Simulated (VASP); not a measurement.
Here is a VASP 6.6.1 calculation.

File INCAR:

```
SYSTEM = Pt
ALGO = Normal ; DIPOL = 0.5 0.5 0.500
EDIFF = 1E-6 ; ENCUT = 520
GGA = PE ; IDIPOL = 3
ISIF = 2 ; ISMEAR = -1
LASPH = .TRUE. ; LCHARG = .FALSE.
LDIPOL = .TRUE. ; LREAL = .FALSE.
LWAVE = .FALSE. ; NBANDS = 28
NELM = 100 ; PREC = Accurate
SIGMA = 0.08
```

The input KPOINTS:

```
k-points
0
G
  12 12 1
  0 0 0
```

The input POSCAR:

```
Pt
1.0
    2.8080030018      0.0000000000      0.0000000000
    0.0000000000      2.8080030018      0.0000000000
    0.0000000000      0.0000000000     21.9567000000
Pt
4
Direct
    0.2500000000      0.2500000000      0.3674470146
    0.7500000000      0.7500000000      0.4553827397
    0.2500000000      0.2500000000      0.5446172600
    0.7500000000      0.7500000000      0.6325529850
```

Potentials or basis: VASP PAW PBE potentials, release 64 (Pt).

Command:

```bash
$ cat potpaw_PBE.64/Pt/POTCAR > POTCAR
$ mpirun -np 1 vasp_std > vasp.out
```

Q: What does it give for the band gap on the k mesh?

A: Zero (band 20 reaches 1.13 eV, above the bottom of band 21 at -0.27 eV).

Q: What does it give for the largest force?

A: 0.017 eV/Å.

Forces on the atoms (eV/Å):
```
Pt   0.000  0.000  0.017
Pt   0.000  0.000  0.002
Pt   0.000  0.000 -0.002
Pt   0.000  0.000 -0.017
```

Caveat: spin-orbit coupling is left out, which moves the levels of the heavy elements.
